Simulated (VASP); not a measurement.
Wanted: the native input for a VASP 6.6.1 run.

- Task: single point
- Functional: PBEsol
- Potentials or basis: VASP PAW PBE potentials, release 64 (Li_sv, S)
- Cutoff: 750 eV
- k mesh: 9 × 9 × 9
- Occupations: fermi-dirac, width 0.03 eV
- Spin: no spin polarisation
- Dipole correction: no
- Further INCAR settings: ALGO = Normal; EDIFF = 1e-06; NBANDS = 13

The structure of Li2S lies in POSCAR:

```
Li2S
1.0
    0.0000000000      2.1797671804      2.1797671804
    2.1797671804      0.0000000000      2.1797671804
    2.1797671804      2.1797671804      0.0000000000
Li S
2 1
Direct
    0.2500000000      0.2500000000      0.2500000000
    0.7500000000      0.7500000000      0.7500000000
    0.0000000000      0.0000000000      0.0000000000
```

This cell differs from its parent crystal: volume scaled by 0.45.

These files were run (other wordings do the same):

INCAR

```
  ALGO = Normal
  EDIFF = 1E-6
  ENCUT = 750
  GGA = PS
  GGA_COMPAT = F
  ISIF = 2
  ISMEAR = -1
  LASPH = T
  LCHARG = F
  LREAL = F
  LWAVE = F
  NBANDS = 13
  NELM = 120
  PREC = Accurate
  SIGMA = 0.03
```

KPOINTS

```
k-points
0
Gamma
  9 9 9
```

Potentials or basis: VASP PAW PBE potentials, release 64 (Li_sv, S).

The run is started by

```sh
$ cat potpaw_PBE.64/Li_sv/POTCAR potpaw_PBE.64/S/POTCAR > POTCAR
$ mpirun -np 1 vasp_std > vasp.out
```

Results of the run:

The pressure is 147.4 GPa. The band gap on the k mesh is 1.54 eV, indirect (least direct gap 5.01 eV).

Caveat: the PAW data sets were made with another functional, which shifts forces and pressure a little.

Wall time 6.4 s on 1 thread of Intel(R) Xeon(R) 6975P-C (Granite Rapids) (shared host), peak memory 0.15 GiB.
